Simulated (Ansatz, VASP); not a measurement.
# Two plane-wave programs on Mn

The input POSCAR:

```
Mn
1.0
   -1.3802885588      1.3802885588      1.3802885588
    1.3802885588     -1.3802885588      1.3802885588
    1.3802885588      1.3802885588     -1.3802885588
Mn
1
Direct
    0.0000000000      0.0000000000      0.0000000000
```

The input INCAR.step1:

```
  PREC = Accurate
  ENCUT = 520
  ISMEAR = -1
  SIGMA = 0.1
  LREAL = F
  LASPH = T
  NELM = 100
  NBANDS = 12
  GGA = PE
  ALGO = Normal
  EDIFF = 1E-4
  LWAVE = T
  LCHARG = F
```

Contents of INCAR.step2:

```
  PREC = Accurate
  ENCUT = 520
  EDIFF = 1E-7
  ISMEAR = -1
  SIGMA = 0.1
  LREAL = F
  LASPH = T
  NELM = 100
  ALGO = Normal
  ISIF = 2
  LWAVE = F
  LCHARG = T
  METAGGA = R2SCAN
  LMIXTAU = T
  LELF = T
  LVHAR = T
  NBANDS = 12
  ISTART = 1
```

The input KPOINTS:

```
regular mesh
0
Gamma
  18 18 18
```

Input for Ansatz:

```yaml
crystal:
  lattice:
    - [-1.3802885588, 1.3802885588, 1.3802885588]
    - [1.3802885588, -1.3802885588, 1.3802885588]
    - [1.3802885588, 1.3802885588, -1.3802885588]
  atoms:
    - { symbol: Mn, position: [0.0, 0.0, 0.0] }
hamiltonian:
  xc: r2scan
  pseudopotentials:
    kind: paw
    azcp:
      Mn: "pseudopotentials/Mn.paw.azcp"
basis:
  ecutwfc: 500
  fft_grid_basis: typed
kpoints:
  mp_grid: { grid: [18, 18, 18], shift: [0, 0, 0] }
magnetization:
  spin_polarized: false
scf:
  occupations: { method: fermi_dirac, width: 0.1 }
  lower_state_search: "off"
output:
  stress: true
```

Alike in both runs: task single point; functional r2SCAN; k mesh 18 × 18 × 18; occupations fermi-dirac, width 0.1 eV; no spin polarisation.

|  | VASP | Ansatz |
| --- | --- | --- |
| version | VASP 6.6.1 | Ansatz 0.2.0 |
| potentials or method | VASP PAW PBE potentials, release 64 (Mn_pv), cutoff 520 eV | plane waves (500 eV) with PAW, scalar-relativistic |
| valence electrons in the cell | 13 | 15 |

```tsv
	VASP	Ansatz	Ansatz less VASP
pressure (GPa)	0.4	0.0	-0.38
```

VASP's potentials were made for PBE, not for r2SCAN. The functional is the same, so the differences come from potentials, cutoffs and numerics. VASP's potentials hold 13 valence electrons a cell and Ansatz's 15, so a difference there can come from the potentials and not from the codes.
